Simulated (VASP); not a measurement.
Write the native input for VASP 6.6.1 that does the following.

* Task: single point
* Functional: LDA
* Potentials or basis: VASP PAW LDA potentials, release 64 (Si)
* Cutoff: 520 eV
* k mesh: 12 × 12 × 12
* Occupations: gaussian, width 0.05 eV
* Spin: no spin polarisation
* Dipole correction: no
* Further INCAR settings: ALGO = Normal; EDIFF = 1e-07; NBANDS = 11

The structure of Si lies in POSCAR:

```
Si
1.0
    0.0000000000      2.7154700000      2.4439230000
    2.7154700000      0.0000000000      2.4439230000
    2.7154700000      2.7154700000      0.0000000000
Si
2
Direct
    0.5000000000      0.5000000000      0.5000000000
    0.7500000000      0.7500000000      0.7500000000
```

This cell differs from its parent crystal: strain -0.1000 x Voigt [0, 0, 1, 0, 0, 0].

The input as run:

INCAR

```
PREC     = Accurate       # precision mode
ENCUT    = 520            # plane-wave cutoff, eV
EDIFF    = 1E-7           # SCF threshold, eV
ISMEAR   = 0              # smearing method
SIGMA    = 0.05           # smearing width, eV
LREAL    = False          # projectors in reciprocal space
LASPH    = True           # aspherical terms in the spheres
NELM     = 100            # most SCF steps
ALGO     = Normal         # electronic algorithm
ISIF     = 2              # what is computed and relaxed
LWAVE    = False          # write WAVECAR
LCHARG   = True           # write CHGCAR
LELF     = True           # ELF
LVHAR    = True         
NBANDS   = 11             # bands
```

KPOINTS

```
regular mesh
0
Gamma
  12 12 12
```

Potentials or basis: VASP PAW LDA potentials, release 64 (Si).

Launch:

```console
$ cat potpaw_LDA.64/Si/POTCAR > POTCAR
$ mpirun -np 1 vasp_std > vasp.out
```

It gave:

```
Pressure               : 9.7 GPa
Band gap on the k mesh : zero (band 4 reaches 7.36 eV, above the bottom of band 5 at 6.53 eV)
```

Caveat: the cell differs from its parent crystal (strain -0.1000 x Voigt [0, 0, 1, 0, 0, 0]).

It took 27 s on 1 thread of AMD EPYC 9R45 96-Core Processor (Zen 5) (shared host), peak memory 0.14 GiB.
